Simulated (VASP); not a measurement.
Write the native input for VASP 6.6.1 that does the following.

```yaml
Task: single point
Functional: PBE
Potentials_or_basis: VASP PAW PBE potentials, release 64 (Mg, S)
Cutoff: 520 eV
k_mesh: 8 × 8 × 8
Occupations: gaussian, width 0.05 eV
Spin: no spin polarisation
Dipole_correction: no
Further_INCAR_settings: ALGO = Normal; EDIFF = 1e-06; NBANDS = 11
```

The structure of MgS lies in POSCAR:

```
MgS
1.0
    1.0172772784      3.1971571608      3.1971571608
    3.1971571608      1.0172772784      3.1971571608
    3.1971571608      3.1971571608      1.0172772784
Mg S
1 1
Direct
    0.0000000000      0.0000000000      0.0000000000
    0.5000000000      0.5000000000      0.5000000000
```

This cell differs from its parent crystal: ratio of the length along [111] to the lengths across it x 1.7, volume and fractional coordinates fixed.

These files were run (other wordings do the same):

INCAR

```
PREC     = Accurate       # precision mode
ENCUT    = 520            # plane-wave cutoff, eV
EDIFF    = 1E-6           # SCF threshold, eV
ISMEAR   = 0              # smearing method
SIGMA    = 0.05           # smearing width, eV
LREAL    = False          # projectors in reciprocal space
LASPH    = True           # aspherical terms in the spheres
NELM     = 80             # most SCF steps
ALGO     = Normal         # electronic algorithm
ISIF     = 2              # what is computed and relaxed
LWAVE    = False          # write WAVECAR
LCHARG   = False          # write CHGCAR
GGA      = PE             # functional
NBANDS   = 11             # bands
```

KPOINTS

```
regular mesh
0
Gamma
  8 8 8
```

Potentials or basis: VASP PAW PBE potentials, release 64 (Mg, S).

Run with:

```console
$ cat potpaw_PBE.64/Mg/POTCAR potpaw_PBE.64/S/POTCAR > POTCAR
$ mpirun -np 1 vasp_std > vasp.out
```

It gave:

* Pressure: 3.2 GPa
* Band gap on the k mesh: zero (band 4 reaches 6.56 eV, above the bottom of band 5 at 4.99 eV)

It used 29 s of CPU time on 1 thread of Intel Xeon 6975P-C (shared host).
